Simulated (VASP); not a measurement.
# SrLiH3 (Pm-3m) in VASP: notebook, part 2 of 2

VASP 6.6.1. The steps go on from the part before.

### Step 4. Single point, LDA

Contents of INCAR:

```
SYSTEM = SrLiH3
PREC     = Accurate       ! precision mode
ENCUT    = 520            ! plane-wave cutoff, eV
EDIFF    = 1E-7           ! SCF threshold, eV
ISMEAR   = 0              ! smearing method
SIGMA    = 0.01           ! smearing width, eV
LREAL    = .False.        ! projectors in reciprocal space
LASPH    = .True.         ! aspherical terms in the spheres
NELM     = 60             ! most SCF steps
ALGO     = Normal         ! electronic algorithm
ISIF     = 2              ! what is computed and relaxed
LWAVE    = .False.        ! write WAVECAR
LCHARG   = .False.        ! write CHGCAR
NBANDS   = 16             ! bands
```

Contents of KPOINTS:

```
Automatic mesh
0
Gamma
  3 3 3
  0 0 0
```

Contents of POSCAR:

```
SrLiH3
1.0
    4.6307910000      0.0000000000      0.0000000000
    0.0000000000      4.6307910000      0.0000000000
    0.0000000000      0.0000000000      4.6307910000
Li Sr H
1 1 3
Direct
    0.0000000000      0.0000000000      0.0000000000
    0.5000000000      0.5000000000      0.5000000000
    0.0000000000      0.5000000000      0.5000000000
    0.5000000000      0.0000000000      0.5000000000
    0.5000000000      0.5000000000      0.0000000000
```

Potentials or basis: VASP PAW LDA potentials, release 64 (Li_sv, Sr_sv, H).

On the command line:

```
> cat potpaw_LDA.64/Li_sv/POTCAR potpaw_LDA.64/Sr_sv/POTCAR potpaw_LDA.64/H/POTCAR > POTCAR
> mpirun -np 1 vasp_std > vasp.out
```

OUTCAR:

```text
SYSTEM = SrLiH3
   PREC = Accurate
   ENCUT = 520
   EDIFF = 1E-7
   ISMEAR = 0
   LREAL = .False.
   LASPH = .True.
   NELM = 60
   ISIF = 2

 ion  position               nearest neighbor table
   1  0.000  0.000  0.000-
   2  0.500  0.500  0.500-   3 2.32   4 2.32   5 2.32   5 2.32   4 2.32   3 2.32
   3  0.000  0.500  0.500-   2 2.32   2 2.32
   4  0.500  0.000  0.500-   2 2.32   2 2.32
   5  0.500  0.500  0.000-   2 2.32   2 2.32

  LATTYP: Found a simple cubic cell.
 ALAT       =     4.6307910000

  Lattice vectors:

 A1 = (   4.6307910000,   0.0000000000,   0.0000000000)
 A2 = (   0.0000000000,   4.6307910000,   0.0000000000)
 A3 = (   0.0000000000,   0.0000000000,   4.6307910000)

Analysis of symmetry for initial positions (statically):
=====================================================================
 Subroutine PRICEL returns:
 Original cell was already a primitive cell.

 Routine SETGRP: Setting up the symmetry group for a
 simple cubic supercell.

 Subroutine GETGRP returns: Found 48 space group operations
 (whereof 48 operations were pure point group operations)
 out of a pool of 48 trial point group operations.

The static configuration has the point symmetry O_h .

Analysis of symmetry for dynamics (positions and initial velocities):
=====================================================================
 Subroutine PRICEL returns:
 Original cell was already a primitive cell.

 Routine SETGRP: Setting up the symmetry group for a
 simple cubic supercell.

 Subroutine GETGRP returns: Found 48 space group operations
 (whereof 48 operations were pure point group operations)
 out of a pool of 48 trial point group operations.

The dynamic configuration has the point symmetry O_h .

 Subroutine INISYM returns: Found 48 space group operations
[... 102 lines left out ...]
     AMIX_MAG =   1.60;   BMIX_MAG =  1.00
  volume/ion in A,a.u.               =      19.86       134.03
  Fermi-wavevector in a.u.,A,eV,Ry     =   0.890826  1.683417 10.797193  0.793571
  Thomas-Fermi vector in A             =   2.012567
   LORBIT       =      0    0 simple, 1 ext, 2 COOP (PROOUT), +10 PAW based schemes
   GGA     = CA    functional components
   LHFCALC =     F    Hartree Fock is set to
   AEXX    =    0.0000 exact exchange contribution
   IVDW    =     0    specifies the selected vdW correction
   LEPSILON=     F    determine dielectric tensor
   LRPA    =     F    only Hartree local field effects (RPA)
 non-spin polarized calculation
 Gauss-broadening in eV      SIGMA  =   0.01
  energy-cutoff  :      520.00
  volume of cell :       99.30
 maximum number of plane-waves:      2721
 NGX is ok and might be reduce to    36
   NGX = 17   NGY = 17   NGZ = 17

 number of electron      16.0000001 magnetization

 Free energy of the ion-electron system (eV)
  ---------------------------------------------------
  ext. energy  EPLUGINS =         0.00000000
  ---------------------------------------------------
  free energy    TOTEN  =       -14.58613046 eV

  energy without entropy =      -14.58613046  energy(sigma->0) =      -14.58613046

 E-fermi :  -1.7776     XC(G=0):  -7.0947

 val. band max:       -1.8625964993   @ k =   0.3333   0.3333   0.3333
 cond. band min:       0.7954382286   @ k =   0.3333   0.3333   0.0000
 fundamental gap:      2.6580347279
 Fermi energy:        -1.7776412971

 k-point     1 :       0.0000    0.0000    0.0000
  band No.  band energies     occupation
      1     -48.1826      2.00000
      2     -34.3430      2.00000
      3     -16.5127      2.00000
      4     -16.5127      2.00000
      5     -16.5127      2.00000
      6      -4.7432      2.00000
[... 53 lines left out ...]
      3     -16.5892      2.00000
      4     -16.5877      2.00000
      5     -16.5877      2.00000
      6      -2.7056      2.00000
[... 8 lines left out ...]
     15       5.8512      0.00000
     16       6.0827      0.00000

------------------------ aborting loop because EDIFF is reached ----------------------------------------

  FORCE on cell =-STRESS in cart. coord.  units (eV):
  Direction    XX          YY          ZZ          XY          YZ          ZX
  --------------------------------------------------------------------------------------
  -------------------------------------------------------------------------------------
  Total       -0.7402896     -0.7402896     -0.7402896      0.0000000      0.0000000     -0.0000000
  in kB      -11.9439154    -11.9439154    -11.9439154      0.0000000      0.0000000     -0.0000000
  external PRESSURE =     -11.9439154 kB  Pullay stress =       0.0000000 kB

 VOLUME and BASIS-vectors are now :
 -----------------------------------------------------------------------------
  energy-cutoff  :      520.00
  volume of cell :       99.30
      direct lattice vectors                 reciprocal lattice vectors
     4.630791000  0.000000000  0.000000000     0.215945829  0.000000000  0.000000000
     0.000000000  4.630791000  0.000000000     0.000000000  0.215945829  0.000000000
     0.000000000  0.000000000  4.630791000     0.000000000  0.000000000  0.215945829

 POSITION                                       TOTAL-FORCE (eV/Angst)
 -----------------------------------------------------------------------------------
      0.00000      0.00000      0.00000         0.000000      0.000000      0.000000
      2.31540      2.31540      2.31540         0.000000      0.000000      0.000000
      0.00000      2.31540      2.31540         0.000000      0.000000      0.000000
      2.31540      0.00000      2.31540         0.000000      0.000000      0.000000
      2.31540      2.31540      0.00000         0.000000      0.000000      0.000000
 -----------------------------------------------------------------------------------
    total drift:                                0.000000      0.000000      0.000000

  FREE ENERGIE OF THE ION-ELECTRON SYSTEM (eV)
  ---------------------------------------------------
  free  energy   TOTEN  =       -14.5861304633 eV

  energy  without entropy=      -14.5861304633  energy(sigma->0) =      -14.58613046
```

OSZICAR:

```text
N       E                     dE             d eps       ncg     rms          rms(c)
DAV:   1     0.605493291969E+02    0.60549E+02   -0.60452E+03   128   0.860E+02
DAV:   2    -0.992297307455E+01   -0.70472E+02   -0.66241E+02   176   0.183E+02
DAV:   3    -0.164355086225E+02   -0.65125E+01   -0.64832E+01   240   0.430E+01
DAV:   4    -0.165008140808E+02   -0.65305E-01   -0.65299E-01   152   0.561E+00
DAV:   5    -0.165019145793E+02   -0.11005E-02   -0.11005E-02   208   0.572E-01    0.243E+01
DAV:   6    -0.150337112872E+02    0.14682E+01   -0.79086E-01   176   0.360E+00    0.139E+01
DAV:   7    -0.146027284607E+02    0.43098E+00   -0.11550E+00   160   0.453E+00    0.256E+00
DAV:   8    -0.145884351732E+02    0.14293E-01   -0.12673E-01   184   0.155E+00    0.590E-01
DAV:   9    -0.145864704781E+02    0.19647E-02   -0.15944E-02   168   0.537E-01    0.225E-01
DAV:  10    -0.145861730004E+02    0.29748E-03   -0.56573E-04   168   0.134E-01    0.738E-02
DAV:  11    -0.145861296697E+02    0.43331E-04   -0.10850E-04   200   0.544E-02    0.364E-02
DAV:  12    -0.145861312998E+02   -0.16301E-05   -0.18003E-05   192   0.243E-02    0.190E-02
DAV:  13    -0.145861305481E+02    0.75171E-06   -0.18489E-06   208   0.780E-03    0.877E-03
DAV:  14    -0.145861304633E+02    0.84858E-07   -0.44212E-07   136   0.416E-03
   1 F= -.14586130E+02 E0= -.14586130E+02  d E =-.151171E-33
```

Run time: 6.6 s. Hardware: 1 thread of Intel Xeon Platinum 8488C (Sapphire Rapids), shared host; peak memory 0.17 GiB.

What came out:

| Quantity | Value |
| --- | --- |
| Free energy | -14.5861 eV |
| Band gap on the k mesh | 2.66 eV, indirect (least direct gap 2.83 eV) |

Caveat: the k points lie up to 0.45 Å⁻¹ apart; the cutoff is under 1.25 times the usual one of these potentials, so pressure, stress and relaxed cells hold a basis-set (Pulay) error. A k mesh can miss the band edges.
